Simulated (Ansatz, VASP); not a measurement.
# ZnO in VASP and in Ansatz

File INCAR:

```
SYSTEM = ZnO
  ALGO = Normal
  EDIFF = 1E-6
  ENCUT = 910
  GGA = PE
  GGA_COMPAT = .FALSE.
  ISIF = 2
  ISMEAR = 0
  LASPH = .TRUE.
  LCHARG = .FALSE.
  LREAL = .FALSE.
  LWAVE = .FALSE.
  NBANDS = 46
  NELM = 120
  PREC = Accurate
  SIGMA = 0.1
```

KPOINTS

```
k-points
0
G
  4 4 6
  0 0 0
```

POSCAR

```
ZnO
1.0
    5.5175700200      0.0000000000      0.0000000000
    0.0000000000      5.5175700200      0.0000000000
    0.0000000000      0.0000000000      3.2587788100
Zn O
4 4
Direct
    0.1819728400      0.1819728400      0.5000000000
    0.8180271600      0.8180271600      0.5000000000
    0.6819728400      0.3180271600      0.0000000000
    0.3180271600      0.6819728400      0.0000000000
    0.8172472300      0.1827527700      0.5000000000
    0.1827527700      0.8172472300      0.5000000000
    0.6827527700      0.6827527700      0.0000000000
    0.3172472300      0.3172472300      0.0000000000
```

Input for Ansatz:

```yaml
crystal:
  lattice:
    - [5.51757002, 0.0, 0.0]
    - [0.0, 5.51757002, 0.0]
    - [0.0, 0.0, 3.25877881]
  atoms:
    - { symbol: Zn, position: [0.18197284, 0.18197284, 0.5] }
    - { symbol: Zn, position: [0.81802716, 0.81802716, 0.5] }
    - { symbol: Zn, position: [0.68197284, 0.31802716, 0.0] }
    - { symbol: Zn, position: [0.31802716, 0.68197284, 0.0] }
    - { symbol: O, position: [0.81724723, 0.18275277, 0.5] }
    - { symbol: O, position: [0.18275277, 0.81724723, 0.5] }
    - { symbol: O, position: [0.68275277, 0.68275277, 0.0] }
    - { symbol: O, position: [0.31724723, 0.31724723, 0.0] }
basis:
  ecutwfc: 420
kpoints:
  mp_grid: { grid: [4, 4, 6] }
hamiltonian:
  xc: pbe
scf:
  occupations: { method: gaussian, width: 0.1 }
  lower_state_search: "off"
output:
  forces: true
  stress: true
  eigenvalues: true
```

Alike in both runs: task single point; functional PBE; k mesh 4 × 4 × 6; occupations gaussian, width 0.1 eV; no spin polarisation.

|  | VASP | Ansatz |
| --- | --- | --- |
| version | VASP 6.6.1 | Ansatz 0.2.0 |
| potentials or method | VASP PAW PBE potentials, release 64 (Zn, O_h), cutoff 910 eV | scalar-relativistic, plane waves, PAW |
| valence electrons in the cell | 72 | 72 |

VASP gave:

| Property | Result |
| --- | --- |
| gap on the k mesh at the Fermi level (eV) | 0.80 |
| least direct gap on the mesh (eV) | 0.80 |
| rms of the force components (eV/Å) | 0.015 |

**Question.** Which values does Ansatz return?

**Answer.** gap on the k mesh at the Fermi level (eV): 0.81; least direct gap on the mesh (eV): 0.81; rms of the force components (eV/Å): 0.015.

Atom by atom the forces differ by 0.001 eV/Å (rms over components).

Noted on VASP's run: the cutoff is short for stress, so the pressure is rough.
